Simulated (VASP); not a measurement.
Crystal: Cu.

```xyz
4
Lattice="1.9225 -3.2583 0.0000 1.9225 3.2583 0.0000 0.0000 0.0000 3.8502" Properties=species:S:1:pos:R:3 pbc="T T T"
Cu    1.9225    2.2645    0.3022
Cu    1.9225   -0.9938    1.6229
Cu    1.9225   -2.2645    3.5479
Cu    1.9225    0.9938    2.2273
```

* Program: VASP 6.6.1
* Task: relaxation of cell and atoms
* Functional: PBE
* Potentials or basis: VASP PAW PBE potentials, release 64 (Cu)
* Cutoff: 600 eV
* k mesh: 6 × 6 × 4
* Occupations: gaussian, width 0.1 eV
* Spin: no spin polarisation

At the start: pressure 31.7 GPa; volume 12.06 Å³/atom.

Task: Where does the relaxation end?

Result: Over 45 steps the energy falls by 573.0 meV/atom and the volume is 12.62 Å³/atom (+4.7 %); space group Fmmm (No. 69, to 0.05 Å).

Step by step:
```tsv
step	energy change (eV)	largest force (eV/Å)	pressure (GPa)	volume (Å³)
1	0.0000	1.3645	31.73	48.24
3	-1.0645	0.1875	0.67	59.22
5	-1.0711	0.1506	-0.48	59.82
7	-1.0813	0.1040	-1.13	60.11
9	-1.1016	0.0672	0.79	58.81
11	-1.1035	0.1272	1.31	58.38
13	-1.1332	0.2768	1.33	58.19
15	-1.3897	0.9680	-0.28	56.98
17	-1.6720	1.2764	-0.31	55.41
19	-1.7035	1.3261	0.38	54.88
21	-1.7171	1.3054	0.38	54.83
23	-1.7891	1.1123	-0.86	54.89
25	-1.9645	0.4167	-4.54	55.12
27	-1.9906	0.1229	-5.89	55.25
29	-2.0724	0.1792	0.32	51.77
31	-2.1254	0.1540	1.30	51.19
33	-2.1312	0.2730	2.33	50.90
35	-2.1783	0.2805	0.16	51.51
37	-2.1860	0.3871	-4.76	53.37
39	-2.2540	0.3211	-2.80	52.10
41	-2.2635	0.3274	-1.21	51.35
43	-2.2913	0.0218	0.31	50.33
45	-2.2922	0.0313	-0.03	50.49
```

Final structure:
```yaml
crystal:
  lattice:
    - [1.30342, -4.55311, 0.00000]
    - [1.30342, 4.55311, 0.00000]
    - [0.00000, 0.00000, 4.25361]
  atoms:
    - { symbol: Cu, position: [0.13276, 0.86725, 0.00004] }
    - { symbol: Cu, position: [0.63276, 0.36724, 0.49996] }
    - { symbol: Cu, position: [0.86725, 0.13276, 0.99996] }
    - { symbol: Cu, position: [0.36724, 0.63276, 0.50004] }
```

Caveat: the k points lie up to 0.42 Å⁻¹ apart in the final cell.
